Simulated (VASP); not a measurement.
A run of VASP 6.6.1:

Contents of INCAR:

```
  ALGO = Normal
  EDIFF = 1E-6
  ENCUT = 520
  GGA = PE
  ISIF = 2
  ISMEAR = -1
  ISYM = 0
  LASPH = T
  LCHARG = F
  LREAL = Auto
  LWAVE = F
  NBANDS = 73
  NELM = 80
  PREC = Accurate
  SIGMA = 0.1456
```

File KPOINTS:

```
Automatic mesh
0
Gamma
  1 1 1
  0.25 0.25 0.25
```

POSCAR

```
Si13P2Pt3Au2
1.0
    6.4794480000     -0.0023350000     -0.0331270000
   -0.0023350000      6.7843160000      0.1466780000
   -0.0331270000      0.1466780000      7.1568870000
Si Pt P Au
13 3 2 2
Direct
    0.3816241293      0.4713718721      0.7799694447
    1.0344416520      0.4932195789      0.0754437631
    0.6062667325      0.9357117071      0.2785607033
    1.0152136901     -0.0466910148      0.4691441305
    0.9881082530      0.3985183467      0.7735232075
    0.9686165341      0.1886995893      0.2085866776
    0.2464264834      0.7726567784      0.8992191185
    0.3291883228      0.8520526666      0.5841783782
    0.4613286357      0.2825159573      0.2746470020
    0.6961444553      0.1336589106      0.6041206681
    0.0639721907      0.0601434252      0.7952138254
    0.6542917233      0.5988017158      0.1722460734
    0.7496100120      0.2893552164      0.9377078731
    0.3154701029      0.2249818377      0.5416063845
    0.3006479428      0.1145243348      0.0213510936
    0.8857029939      0.7938155069      0.0095370253
    0.5879342200      0.9112498208      0.8217598232
    0.7352034712      0.7481443012      0.5897227070
    0.2710407172      0.7235139665      0.2992371102
    0.9499649093      0.4701572444      0.4338881923
```

Potentials or basis: VASP PAW PBE potentials, release 64 (Si, Pt, P, Au).

Launch:

```bash
$ cat potpaw_PBE.64/Si/POTCAR potpaw_PBE.64/Pt/POTCAR potpaw_PBE.64/P/POTCAR potpaw_PBE.64/Au/POTCAR > POTCAR
$ mpirun -np 1 vasp_std > vasp.out
```

Hardware: 1 thread of Intel(R) Xeon(R) 6975P-C (Granite Rapids), with other jobs on the host.

**Question.** Estimate the wall time of this run.

**Answer.** Wall time 31 s on 1 thread of Intel(R) Xeon(R) 6975P-C (Granite Rapids), on a shared host, peak memory 0.33 GiB. Counts: scf iterations 15, k points 1.
